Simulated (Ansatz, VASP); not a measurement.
# Two plane-wave programs on Lu

```
Lu
1.0
     0.00000    2.42951    2.42951
     2.42951    0.00000    2.42951
     2.42951    2.42951    0.00000
Lu
1
Direct
  0.00000 0.00000 0.00000
```

Alike in both runs: task single point; functional PBE; k mesh 16 × 16 × 16; occupations gaussian, width 0.05 eV; non-collinear spin, spin-orbit coupling.

```csv
,VASP,Ansatz
version,VASP 6.6.1,Ansatz 0.2.0
potentials or method,"VASP PAW PBE potentials, release 64 (Lu), cutoff 520 eV","plane waves, PAW"
valence electrons in the cell,25,25
```

```csv
,VASP,Ansatz,Ansatz less VASP
pressure (GPa),0.0,0.0,-0.04
```
